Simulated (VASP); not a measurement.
# CaO (Fm-3m) in VASP: density of states with LDA

Aim: the density of states of CaO with LDA.

All numbers are computed with VASP 6.6.1; they aren't measurements. Logs are shortened: lines on timing, memory, paths and dates and some standing lists are left out, and cuts for length are marked.

## 1. The cell of the first run

The structure is cubic, space group Fm-3m (No. 225). Conventional cell: a = 4.947 Å, b = 4.947 Å, c = 4.947 Å, α = 90.00°, β = 90.00°, γ = 90.00°. Ca (site symmetry m-3m) has 6 O at 2.47 Å within 3.3 Å. O (site symmetry m-3m) has 6 Ca at 2.47 Å within 3.3 Å.

## 2. Density of states, LDA, non-collinear spin, zero start, spin-orbit coupling

The input, POSCAR:

```
CaO
1.0
    0.0000000000      2.4737227100      2.4737227100
    2.4737227100      0.0000000000      2.4737227100
    2.4737227100      2.4737227100      0.0000000000
Ca O
1 1
Direct
    0.0000000000      0.0000000000      0.0000000000
    0.5000000000      0.5000000000      0.5000000000
```

The input, INCAR.step1:

```
SYSTEM = CaO
PREC = Accurate
ENCUT = 520
EDIFF = 1E-7
ISMEAR = 1
SIGMA = 0.0487
LREAL = .FALSE.
LASPH = .TRUE.
NELM = 150
ALGO = Normal
ISIF = 2
LWAVE = .FALSE.
LCHARG = .TRUE.
LNONCOLLINEAR = .TRUE.
MAGMOM = 0 0 0 0 0 0
LSORBIT = .TRUE.
GGA_COMPAT = .FALSE.
LORBMOM = .TRUE.
NBANDS = 28
```

The input, KPOINTS.step1:

```
regular mesh
0
G
  9 9 9
  0 0 0
```

The input, INCAR.step2:

```
SYSTEM = CaO
PREC = Accurate
ENCUT = 520
EDIFF = 1E-7
ISMEAR = -5
SIGMA = 0.0487
LREAL = .FALSE.
LASPH = .TRUE.
NELM = 150
ALGO = Normal
ISIF = 2
LWAVE = .FALSE.
LCHARG = .FALSE.
LNONCOLLINEAR = .TRUE.
MAGMOM = 0 0 0 0 0 0
LORBIT = 11
LSORBIT = .TRUE.
GGA_COMPAT = .FALSE.
LORBMOM = .TRUE.
NBANDS = 28
NEDOS = 1001
ICHARG = 11
```

The input, KPOINTS.step2:

```
regular mesh
0
G
  14 14 14
  0 0 0
```

Potentials or basis: VASP PAW LDA potentials, release 64 (Ca_sv, O).

Command:

```
> cat potpaw_LDA.64/Ca_sv/POTCAR potpaw_LDA.64/O/POTCAR > POTCAR
> cp INCAR.step1 INCAR
> cp KPOINTS.step1 KPOINTS
> mpirun -np 1 vasp_ncl > vasp.out
> cp INCAR.step2 INCAR
> cp KPOINTS.step2 KPOINTS
> mpirun -np 1 vasp_ncl > vasp.out
```

OUTCAR:

```text
SYSTEM = CaO
   PREC = Accurate
   ENCUT = 520
   EDIFF = 1E-7
   ISMEAR = -5
   LREAL = .FALSE.
   LASPH = .TRUE.
   NELM = 150
   ISIF = 2
   LNONCOLLINEAR = .TRUE.
   LORBIT = 11
   LSORBIT = .TRUE.
   ICHARG = 11

 ion  position               nearest neighbor table
   1  0.000  0.000  0.000-   2 2.47   2 2.47   2 2.47   2 2.47   2 2.47   2 2.47
   2  0.500  0.500  0.500-   1 2.47   1 2.47   1 2.47   1 2.47   1 2.47   1 2.47

  LATTYP: Found a face centered cubic cell.
 ALAT       =     4.9474454200

  Lattice vectors:

 A1 = (   0.0000000000,   2.4737227100,   2.4737227100)
 A2 = (   2.4737227100,   0.0000000000,   2.4737227100)
 A3 = (   2.4737227100,   2.4737227100,   0.0000000000)

Analysis of symmetry for initial positions (statically):
=====================================================================
 Subroutine PRICEL returns:
 Original cell was already a primitive cell.

 Routine SETGRP: Setting up the symmetry group for a
 face centered cubic supercell.

 Subroutine GETGRP returns: Found 48 space group operations
 (whereof 48 operations were pure point group operations)
 out of a pool of 48 trial point group operations.

The static configuration has the point symmetry O_h .

Analysis of symmetry for dynamics (positions and initial velocities):
=====================================================================
 Subroutine PRICEL returns:
 Original cell was already a primitive cell.

 Routine SETGRP: Setting up the symmetry group for a
 face centered cubic supercell.

 Subroutine GETGRP returns: Found 48 space group operations
 (whereof 48 operations were pure point group operations)
 out of a pool of 48 trial point group operations.

The dynamic configuration has the point symmetry O_h .

Analysis of structural, dynamic, and magnetic symmetry:
=====================================================================
 Subroutine PRICEL returns:
 Original cell was already a primitive cell.

 Routine SETGRP: Setting up the symmetry group for a
 face centered cubic supercell.

 Subroutine GETGRP returns: Found 48 space group operations
 (whereof 48 operations were pure point group operations)
 out of a pool of 48 trial point group operations.

The overall configuration has the point symmetry O_h .

 Subroutine INISYM returns: Found 48 space group operations
 (whereof 48 operations are pure point group operations),
 and found     1 'primitive' translations

----------------------------------------------------------------------------------------

                                     Primitive cell

  volume of cell :      30.2749

  direct lattice vectors                    reciprocal lattice vectors
     0.000000000  2.473722710  2.473722710    -0.202124514  0.202124514  0.202124514
     2.473722710  0.000000000  2.473722710     0.202124514 -0.202124514  0.202124514
     2.473722710  2.473722710  0.000000000     0.202124514  0.202124514 -0.202124514

  length of vectors
     3.498372206  3.498372206  3.498372206     0.350089927  0.350089927  0.350089927

  position of ions in fractional coordinates (direct lattice)
     0.000000000  0.000000000  0.000000000
     0.500000000  0.500000000  0.500000000

  ion indices of the primitive-cell ions
   primitive index   ion index
                 1           1
                 2           2

----------------------------------------------------------------------------------------

 KPOINTS: regular mesh

Automatic generation of k-mesh.
 Grid dimensions read from file:
 generate k-points for:   14   14   14

 Generating k-lattice:

  Cartesian coordinates                     Fractional coordinates (reciprocal lattice)
    -0.014437465  0.014437465  0.014437465     0.071428571  0.000000000  0.000000000
     0.014437465 -0.014437465  0.014437465     0.000000000  0.071428571  0.000000000
     0.014437465  0.014437465 -0.014437465     0.000000000  0.000000000  0.071428571

  Length of vectors
     0.025006423  0.025006423  0.025006423

[... 93 lines left out ...]

 Free energy of the ion-electron system (eV)
  ---------------------------------------------------
  ext. energy  EPLUGINS =         0.00000000
  ---------------------------------------------------
  free energy    TOTEN  =       -14.03971912 eV

  energy without entropy =      -14.03971912  energy(sigma->0) =      -14.03971912

 E-fermi :   1.5716     XC(G=0): -10.6105

 val. band max:        1.5503696057   @ k =   0.0000   0.0000   0.0000
 cond. band min:       5.0203307407   @ k =   0.5000   0.5000   0.0000
 fundamental gap:      3.4699611349
 Fermi energy:         1.5715868858

 k-point     1 :       0.0000    0.0000    0.0000
  band No.  band energies     occupation
      1     -35.8814      1.00000
      2     -35.8814      1.00000
      3     -17.2424      1.00000
      4     -17.2424      1.00000
      5     -16.8568      1.00000
      6     -16.8568      1.00000
[... 733 lines left out ...]
     27      10.5692      0.00000
     28      10.5692      0.00000

 [... further k-points ...]

------------------------ aborting loop because EDIFF is reached ----------------------------------------

  FORCE on cell =-STRESS in cart. coord.  units (eV):
  Direction    XX          YY          ZZ          XY          YZ          ZX
  --------------------------------------------------------------------------------------
  -------------------------------------------------------------------------------------
  Total       -2.5178245     -2.5178245     -2.5178245      0.0000000     -0.0000000     -0.0000000
  in kB     -133.2456376   -133.2456376   -133.2456376      0.0000000     -0.0000000     -0.0000000
  external PRESSURE =    -133.2456376 kB  Pullay stress =       0.0000000 kB

 VOLUME and BASIS-vectors are now :
 -----------------------------------------------------------------------------
  energy-cutoff  :      520.00
  volume of cell :       30.27
      direct lattice vectors                 reciprocal lattice vectors
     0.000000000  2.473722710  2.473722710    -0.202124514  0.202124514  0.202124514
     2.473722710  0.000000000  2.473722710     0.202124514 -0.202124514  0.202124514
     2.473722710  2.473722710  0.000000000     0.202124514  0.202124514 -0.202124514

 POSITION                                       TOTAL-FORCE (eV/Angst)
 -----------------------------------------------------------------------------------
      0.00000      0.00000      0.00000        -0.000000     -0.000000      0.000000
      2.47372      2.47372      2.47372         0.000000      0.000000     -0.000000
 -----------------------------------------------------------------------------------
    total drift:                                0.000000      0.000000      0.000000

  FREE ENERGIE OF THE ION-ELECTRON SYSTEM (eV)
  ---------------------------------------------------
  free  energy   TOTEN  =       -14.0397191188 eV

  energy  without entropy=      -14.0397191188  energy(sigma->0) =      -14.03971912

 orbital moment (x)

 # of ion     p       d       tot
 ----------------------------------------
  1         0.000   0.000   0.000
  2         0.000   0.000   0.000
 ----------------------------------------
            0.000   0.000   0.000

 orbital moment (y)

 # of ion     p       d       tot
 ----------------------------------------
  1         0.000   0.000   0.000
  2         0.000   0.000   0.000
 ----------------------------------------
            0.000   0.000   0.000

 orbital moment (z)

 # of ion     p       d       tot
 ----------------------------------------
  1        -0.000   0.000  -0.000
  2         0.000   0.000   0.000
 ----------------------------------------
           -0.000   0.000  -0.000

 Spin-Orbit-Coupling matrix elements

 Ion:    1  E_soc:     -0.0060979
 l=   1
     0.0000000    -0.0010145    -0.0010145
    -0.0010145     0.0000000    -0.0010145
    -0.0010145    -0.0010145     0.0000000
 l=   2
     0.0000000     0.0000000     0.0000000     0.0000000    -0.0000018
     0.0000000     0.0000000    -0.0000014     0.0000000    -0.0000005
     0.0000000    -0.0000014     0.0000000    -0.0000014     0.0000000
     0.0000000     0.0000000    -0.0000014     0.0000000    -0.0000005
    -0.0000018    -0.0000005     0.0000000    -0.0000005     0.0000000
 l=   3
     0.0000000     0.0000000     0.0000000     0.0000000     0.0000000     0.0000000     0.0000000
     0.0000000     0.0000000     0.0000000     0.0000000     0.0000000     0.0000000     0.0000000
     0.0000000     0.0000000     0.0000000     0.0000000     0.0000000     0.0000000     0.0000000
     0.0000000     0.0000000     0.0000000     0.0000000     0.0000000     0.0000000     0.0000000
     0.0000000     0.0000000     0.0000000     0.0000000     0.0000000     0.0000000     0.0000000
     0.0000000     0.0000000     0.0000000     0.0000000     0.0000000     0.0000000     0.0000000
     0.0000000     0.0000000     0.0000000     0.0000000     0.0000000     0.0000000     0.0000000

 Ion:    2  E_soc:     -0.0002174
 l=   1
     0.0000000    -0.0000362    -0.0000362
    -0.0000362     0.0000000    -0.0000362
    -0.0000362    -0.0000362     0.0000000
 l=   2
     0.0000000     0.0000000     0.0000000     0.0000000     0.0000000
     0.0000000     0.0000000     0.0000000     0.0000000     0.0000000
     0.0000000     0.0000000     0.0000000     0.0000000     0.0000000
     0.0000000     0.0000000     0.0000000     0.0000000     0.0000000
     0.0000000     0.0000000     0.0000000     0.0000000     0.0000000
 l=   3
     0.0000000     0.0000000     0.0000000     0.0000000     0.0000000     0.0000000     0.0000000
     0.0000000     0.0000000     0.0000000     0.0000000     0.0000000     0.0000000     0.0000000
     0.0000000     0.0000000     0.0000000     0.0000000     0.0000000     0.0000000     0.0000000
     0.0000000     0.0000000     0.0000000     0.0000000     0.0000000     0.0000000     0.0000000
     0.0000000     0.0000000     0.0000000     0.0000000     0.0000000     0.0000000     0.0000000
     0.0000000     0.0000000     0.0000000     0.0000000     0.0000000     0.0000000     0.0000000
     0.0000000     0.0000000     0.0000000     0.0000000     0.0000000     0.0000000     0.0000000

 total charge

# of ion       s       p       d       tot
------------------------------------------
    1        2.035   5.859   0.268   8.162
    2        1.537   3.391   0.000   4.928
--------------------------------------------------
tot          3.572   9.251   0.268  13.090

 magnetization (x)

# of ion       s       p       d       tot
------------------------------------------
    1       -0.000   0.000   0.000  -0.000
    2       -0.000  -0.000   0.000  -0.000
--------------------------------------------------
tot         -0.000   0.000   0.000  -0.000

 magnetization (y)

# of ion       s       p       d       tot
------------------------------------------
    1        0.000   0.000   0.000   0.000
    2        0.000   0.000   0.000   0.000
--------------------------------------------------
tot          0.000   0.000   0.000   0.000

 magnetization (z)

# of ion       s       p       d       tot
------------------------------------------
    1        0.000   0.000  -0.000   0.000
    2       -0.000  -0.000   0.000  -0.000
--------------------------------------------------
tot         -0.000  -0.000  -0.000  -0.000
```

Wall time 4.7 min (1 thread of AMD EPYC 7R43 (Zen 3), shared host); peak memory 0.25 GiB.

What came out:

* Net moment: 0.00 μB per cell
* Valence electrons inside the program's atomic spheres: Ca 8.16; O 4.93

Moments on the atoms (μB; x, y, z):
```
Ca  0.00 0.00 0.00
O   0.00 0.00 0.00
```
